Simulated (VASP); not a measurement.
Runs of VASP 6.6.1 on Te. The structure is cubic, space group Im-3m (No. 229). The conventional cell has a = 4.152 Å, b = 4.152 Å, c = 4.152 Å, α = 90.00°, β = 90.00°, γ = 90.00°. Within 4.7 Å of Te (site symmetry m-3m) lie 14 Te at 3.60 to 4.15 Å. 

| level | k mesh | gap on the mesh (eV) | pressure (GPa) |
| --- | --- | --- | --- |
| PBE | 6 × 6 × 6, shifted | none | -6.9 |
| PBEsol | 6 × 6 × 6 | none | (a) |
| PBE | 6 × 6 × 6 | none | -7.0 |
| revPBE | 6 × 6 × 6 | none | -6.2 |

Alike in all rows: task single point; potentials or basis VASP PAW PBE potentials, release 64 (Te); no spin polarisation; cell as given; cutoff (eV) 520; smearing fermi-dirac 0.032 eV.

Fill in the values left out.

(a) -9.1.

Caveats: spin-orbit coupling is left out, which moves the levels of the heavy elements; the PAW data sets were made with another functional, which shifts forces and pressure a little (some runs).

A k mesh can miss the band edges, and the runs leave out spin-orbit coupling on Te.

A gap of «none» marks levels without a gap at the run's occupations.
